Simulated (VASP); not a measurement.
# NbH2 (Fm-3m) in VASP: elastic constants with PBEsol

Aim: the elastic constants of NbH2 with PBEsol.

Program: VASP 6.6.1. These are calculated values, not measurements. Logs are shortened: lines on timing, memory, paths and dates and some standing lists are left out, and cuts for length are marked.

## (1) The cell of the first run

The structure is cubic, space group Fm-3m (No. 225). Conventional cell: a = 4.417 Å, b = 4.417 Å, c = 4.417 Å, α = 90.00°, β = 90.00°, γ = 90.00°. Nb (site symmetry m-3m) has 8 H at 1.91 Å within 2.5 Å. H (site symmetry -43m) has 4 Nb at 1.91 Å and 6 H at 2.21 Å within 2.5 Å.

## (2) Elastic constants, PBEsol

File INCAR:

```
SYSTEM = NbH2
PREC = Accurate
ENCUT = 600
EDIFF = 1E-8
ISMEAR = -1
SIGMA = 0.05
LREAL = .FALSE.
LASPH = .TRUE.
NELM = 100
ALGO = Normal
ISIF = 3
LWAVE = .FALSE.
LCHARG = .FALSE.
GGA = PS
NBANDS = 14
IBRION = 6
NFREE = 2
POTIM = 0.015
NSW = 1
```

File KPOINTS:

```
Automatic mesh
0
G
  16 16 16
  0 0 0
```

File POSCAR:

```
NbH2
1.0
    0.0000000000      2.2084677270      2.2084677270
    2.2084677270      0.0000000000      2.2084677270
    2.2084677270      2.2084677270      0.0000000000
Nb H
1 2
Direct
    0.0000000000      0.0000000000      0.0000000000
    0.2500000000      0.2500000000      0.2500000000
    0.7500000000      0.7500000000      0.7500000000
```

Potentials or basis: VASP PAW PBE potentials, release 64 (Nb_sv, H).

Started as:

```sh
$ cat potpaw_PBE.64/Nb_sv/POTCAR potpaw_PBE.64/H/POTCAR > POTCAR
$ mpirun -np 1 vasp_std > vasp.out
```

OUTCAR:

```text
SYSTEM = NbH2
   PREC = Accurate
   ENCUT = 600
   EDIFF = 1E-8
   ISMEAR = -1
   LREAL = .FALSE.
   LASPH = .TRUE.
   NELM = 100
   ISIF = 3
   GGA = PS
   IBRION = 6
   NFREE = 2
   POTIM = 0.015
   NSW = 1

 ion  position               nearest neighbor table
   1  0.000  0.000  0.000-   3 1.91   3 1.91   3 1.91   2 1.91   2 1.91   2 1.91   3 1.91   2 1.91

   2  0.250  0.250  0.250-   1 1.91   1 1.91   1 1.91   1 1.91
   3  0.750  0.750  0.750-   1 1.91   1 1.91   1 1.91   1 1.91

  LATTYP: Found a face centered cubic cell.
 ALAT       =     4.4169354540

  Lattice vectors:

 A1 = (   0.0000000000,   2.2084677270,   2.2084677270)
 A2 = (   2.2084677270,   0.0000000000,   2.2084677270)
 A3 = (   2.2084677270,   2.2084677270,   0.0000000000)

Analysis of symmetry for initial positions (statically):
=====================================================================
 Subroutine PRICEL returns:
 Original cell was already a primitive cell.

 Routine SETGRP: Setting up the symmetry group for a
 face centered cubic supercell.

 Subroutine GETGRP returns: Found 48 space group operations
 (whereof 48 operations were pure point group operations)
 out of a pool of 48 trial point group operations.

The static configuration has the point symmetry O_h .

Analysis of symmetry for dynamics (positions and initial velocities):
=====================================================================
 Subroutine PRICEL returns:
 Original cell was already a primitive cell.

 Routine SETGRP: Setting up the symmetry group for a
 face centered cubic supercell.

 Subroutine GETGRP returns: Found 48 space group operations
 (whereof 48 operations were pure point group operations)
 out of a pool of 48 trial point group operations.

The dynamic configuration has the point symmetry O_h .

 Subroutine INISYM returns: Found 48 space group operations
 (whereof 48 operations are pure point group operations),
 and found     1 'primitive' translations

----------------------------------------------------------------------------------------

                                     Primitive cell

  volume of cell :      21.5429

  direct lattice vectors                    reciprocal lattice vectors
     0.000000000  2.208467727  2.208467727    -0.226401316  0.226401316  0.226401316
     2.208467727  0.000000000  2.208467727     0.226401316 -0.226401316  0.226401316
     2.208467727  2.208467727  0.000000000     0.226401316  0.226401316 -0.226401316

  length of vectors
     3.123245012  3.123245012  3.123245012     0.392138582  0.392138582  0.392138582

  position of ions in fractional coordinates (direct lattice)
     0.000000000  0.000000000  0.000000000
     0.250000000  0.250000000  0.250000000
     0.750000000  0.750000000  0.750000000

  ion indices of the primitive-cell ions
   primitive index   ion index
                 1           1
                 2           2
                 3           3

----------------------------------------------------------------------------------------

 KPOINTS: Automatic mesh

Automatic generation of k-mesh.
 Grid dimensions read from file:
 generate k-points for:   16   16   16

 Generating k-lattice:

  Cartesian coordinates                     Fractional coordinates (reciprocal lattice)
    -0.014150082  0.014150082  0.014150082     0.062500000  0.000000000  0.000000000
[... 112 lines left out ...]
  FORCE on cell =-STRESS in cart. coord.  units (eV):
  Direction    XX          YY          ZZ          XY          YZ          ZX
  --------------------------------------------------------------------------------------
  -------------------------------------------------------------------------------------
  Total        1.9554603      1.9554603      1.9554603      0.0000000      0.0000000     -0.0000000
  in kB      145.4308107    145.4308107    145.4308107      0.0000000      0.0000000     -0.0000000
  external PRESSURE =     145.4308107 kB  Pullay stress =       0.0000000 kB
[... 92 lines left out ...]
  FREE ENERGIE OF THE ION-ELECTRON SYSTEM (eV)
  ---------------------------------------------------
  free  energy   TOTEN  =       -18.4076524190 eV

  energy  without entropy=      -18.4010253898  energy(sigma->0) =      -18.40433890

[... ionic steps 4 to 14 ...]

--------------------------------------- Ionic step       15  -------------------------------------------

 number of electron      15.0000001 magnetization

------------------------ aborting loop because EDIFF is reached ----------------------------------------
[... 69 lines left out ...]
--------------------------------------- Ionic step       17  -------------------------------------------

 number of electron      15.0000001 magnetization

 Free energy of the ion-electron system (eV)
  ---------------------------------------------------
  ext. energy  EPLUGINS =         0.00000000
  ---------------------------------------------------
  free energy    TOTEN  =       -18.44172489 eV

  energy without entropy =      -18.43501388  energy(sigma->0) =      -18.43836939

 E-fermi :  11.1147     XC(G=0): -12.6482

 val. band max:       11.1035357450   @ k =   0.2500   0.1875   0.0625
 cond. band min:      11.1157993002   @ k =   0.0625   0.2500   0.1875
 fundamental gap:      0.0122635552
 Fermi energy:        11.1147364872

 k-point     1 :       0.0000    0.0000    0.0000
  band No.  band energies     occupation
      1     -44.1004      2.00000
      2     -19.8058      2.00000
      3     -19.8036      2.00000
      4     -19.8015      2.00000
      5      -0.1079      2.00000
      6       9.5556      2.00000
      7       9.5666      2.00000
      8       9.5765      2.00000
      9       9.8976      2.00000
     10      12.5581      0.00000
     11      12.5582      0.00000
     12      23.9888      0.00000
     13      24.8215      0.00000
     14      24.8563      0.00000
[... 377 lines left out ...]
      1     -44.0874      2.00000
      2     -19.8990      2.00000
      3     -19.8289      2.00000
      4     -19.8097      2.00000
      5       0.2114      2.00000
      6       7.6235      2.00000
      7       9.7241      2.00000
      8       9.7545      2.00000
      9      12.2113      0.00000
     10      12.2838      0.00000
     11      12.5485      0.00000
     12      21.9898      0.00000
     13      25.1042      0.00000
     14      25.6502      0.00000

 [... further k-points ...]
[... 5 lines left out ...]
  --------------------------------------------------------------------------------------
  -------------------------------------------------------------------------------------
  Total        1.9553469      1.9575336      1.9575336      0.0000000      0.0996617      0.0000000
  in kB      145.4223770    145.5850006    145.5850006      0.0000000      7.4120076      0.0000000
  external PRESSURE =     145.5307928 kB  Pullay stress =       0.0000000 kB
[... 18 lines left out ...]
  FREE ENERGIE OF THE ION-ELECTRON SYSTEM (eV)
  ---------------------------------------------------
  free  energy   TOTEN  =       -18.4417248945 eV

  energy  without entropy=      -18.4350138756  energy(sigma->0) =      -18.43836939

 INTERNAL STRAIN TENSORS FROM STRAINED CELLS
 ============================================

 INTERNAL STRAIN TENSOR FOR ION    1 for displacements in x,y,z  (eV/Angst):
          X           Y           Z          XY          YZ          ZX
  --------------------------------------------------------------------------------
  x     0.00000     0.00000    -0.00000     0.00000     0.00000    -0.00000
  y    -0.00000     0.00000     0.00000    -0.00000     0.00000    -0.00000
  z     0.00000    -0.00000     0.00000     0.00000     0.00000     0.00000

 INTERNAL STRAIN TENSORS FROM DISPLACED ATOMS
 ============================================

 INTERNAL STRAIN TENSOR FOR ION    1 for displacements in x,y,z  (eV/Angst):
          X           Y           Z          XY          YZ          ZX
  --------------------------------------------------------------------------------
  x     0.00000     0.00000     0.00000     0.00000     0.00000     0.00000
  y     0.00000     0.00000     0.00000     0.00000     0.00000     0.00000
  z     0.00000     0.00000     0.00000     0.00000     0.00000     0.00000

 INTERNAL STRAIN TENSOR FOR ION    3 for displacements in x,y,z  (eV/Angst):
          X           Y           Z          XY          YZ          ZX
  --------------------------------------------------------------------------------
  x     0.00000    -0.00000    -0.00000     0.00000     6.63517     0.00000
  y    -0.00000     0.00000    -0.00000     0.00000     0.00000     6.63517
  z    -0.00000    -0.00000     0.00000     6.63517     0.00000     0.00000

 Eigenvectors and eigenvalues of the dynamical matrix
 ----------------------------------------------------

   1 f  =   42.208297 THz   265.202552 2PiTHz 1407.917240 cm-1   174.559412 meV
             X         Y         Z           dx          dy          dz
      0.000000  0.000000  0.000000     0.000000    0.000000   -0.000000
      1.104234  1.104234  1.104234    -0.612544    0.353255    0.000000
      3.312702  3.312702  3.312702     0.612544   -0.353255   -0.000000
[... 43 lines left out ...]
   9 f/i=    0.002900 THz     0.018219 2PiTHz    0.096723 cm-1     0.011992 meV
             X         Y         Z           dx          dy          dz
      0.000000  0.000000  0.000000     0.618491   -0.447182    0.629604
      1.104234  1.104234  1.104234     0.064201   -0.046418    0.065354
      3.312702  3.312702  3.312702     0.064201   -0.046418    0.065354

--------------------------------------------------------------------------------------------------------

 ELASTIC MODULI CONTR FROM IONIC RELAXATION (kBar)
 Direction    XX          YY          ZZ          XY          YZ          ZX
 --------------------------------------------------------------------------------
 XX          -0.0000     -0.0000     -0.0000      0.0000      0.0000      0.0000
 YY          -0.0000     -0.0000     -0.0000      0.0000      0.0000      0.0000
 ZZ          -0.0000     -0.0000     -0.0000      0.0000      0.0000      0.0000
 XY           0.0000      0.0000     -0.0000   -898.3545     -0.0000      0.0000
 YZ           0.0000      0.0000      0.0000     -0.0000   -898.3545     -0.0000
 ZX           0.0000      0.0000      0.0000      0.0000     -0.0000   -898.3545
 --------------------------------------------------------------------------------

 TOTAL ELASTIC MODULI (kBar)
 Direction    XX          YY          ZZ          XY          YZ          ZX
 --------------------------------------------------------------------------------
 XX        3403.6061   1827.5980   1827.5980      0.0000     -0.0000     -0.0000
 YY        1827.5980   3403.6061   1827.5980     -0.0000      0.0000      0.0000
 ZZ        1827.5980   1827.5980   3403.6061     -0.0000      0.0000      0.0000
 XY           0.0000     -0.0000     -0.0000   1023.9641     -0.0000      0.0000
 YZ          -0.0000      0.0000      0.0000     -0.0000   1023.9641     -0.0000
 ZX          -0.0000      0.0000      0.0000      0.0000     -0.0000   1023.9641
 --------------------------------------------------------------------------------
```

Wall time 24 min (1 thread of Intel Xeon 6975P-C (Granite Rapids), shared host); peak memory 0.75 GiB.

What came out:

```yaml
Elastic_constants_C11_C12_C44: 340, 183, 102 GPa
Voigt_bulk_modulus: 235 GPa
Highest_phonon_frequency_at_Γ: 1408 cm⁻¹
```

Phonon frequencies in cm⁻¹ (negative: imaginary):
```
              q point                          frequencies
(0.000, 0.000, 0.000)  0 0 0 1232 1232 1232 1408 1408 1408
```

Elastic tensor in Voigt notation (GPa, in the Cartesian axes of the cell as first typed):
```
340 183 183   0   0   0
183 340 183   0   0   0
183 183 340   0   0   0
  0   0   0 102   0   0
  0   0   0   0 102   0
  0   0   0   0   0 102
```

Clamped-ion elastic tensor (GPa):
```
340 183 183   0   0   0
183 340 183   0   0   0
183 183 340   0   0   0
  0   0   0 192   0   0
  0   0   0   0 192   0
  0   0   0   0   0 192
```

Caveat: the cell is under stress, which shifts elastic constants; the PAW data sets were made with another functional, which shifts forces and pressure a little.
